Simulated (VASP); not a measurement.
Crystal: B.

```
CELL_PARAMETERS angstrom
3.33335 0.00000 0.00000
-1.66667 2.88676 0.00000
0.00000 0.00000 2.04334
ATOMIC_POSITIONS crystal
B 0.00000 0.00000 0.00000
B 0.33333 0.66667 0.50000
B 0.66667 0.33333 0.50000
```

- Program: VASP 6.6.1
- Task: relaxation of cell and atoms
- Functional: RPBE
- Potentials or basis: VASP PAW PBE potentials, release 64 (B)
- Cutoff: 600 eV
- k mesh: 11 × 11 × 15
- Occupations: fermi-dirac, width 0.1 eV
- Spin: no spin polarisation

At the start: pressure -9.7 GPa; volume 6.55 Å³/atom.

Q: How do energy, volume and symmetry change on relaxing?

A: Over 27 steps the energy falls by 583.8 meV/atom and the volume is 6.79 Å³/atom (+3.5 %); space group P6/mmm (No. 191, to 0.05 Å).

Step by step:
```tsv
step	energy change (eV)	largest force (eV/Å)	pressure (GPa)	volume (Å³)
1	0.0000	0.0000	-9.66	19.66
2	-0.0305	0.0000	2.42	18.56
3	-0.0315	0.0000	0.45	18.72
4	-0.0335	0.0000	0.45	18.73
5	-0.0384	0.0000	0.97	18.76
6	-0.0647	0.0000	3.01	18.80
7	-0.2631	0.0000	6.84	18.82
8	-0.9985	0.0000	14.91	18.60
9	-0.0931	0.0000	73.26	17.29
10	-1.5511	0.0000	25.61	18.27
11	-1.5266	0.0000	33.71	18.07
12	-1.5595	0.0000	30.52	18.15
13	-1.5596	0.0000	30.54	18.15
14	-1.5599	0.0000	30.60	18.15
15	-1.5601	0.0000	30.70	18.16
16	-1.5604	0.0000	30.67	18.16
17	-1.5615	0.0000	30.57	18.17
18	-1.5637	0.0000	30.36	18.18
19	-1.5679	0.0000	29.96	18.20
20	-1.5762	0.0000	29.17	18.25
21	-1.5922	0.0000	27.59	18.34
22	-1.6217	0.0000	24.53	18.52
23	-1.6710	0.0000	18.73	18.89
24	-1.7334	0.0000	8.34	19.65
25	-1.7291	0.0000	-8.21	21.23
26	-1.7514	0.0000	-0.33	20.40
27	-1.7514	0.0000	0.16	20.36
```

Final structure:
```
CELL_PARAMETERS angstrom
2.87720 0.00000 0.00000
-1.43860 2.49173 0.00000
0.00000 0.00000 2.83960
ATOMIC_POSITIONS crystal
B 0.00000 0.00000 0.00000
B 0.33333 0.66667 0.50000
B 0.66667 0.33333 0.50000
```

Caveat: the PAW data sets were made with another functional, which shifts forces and pressure a little.
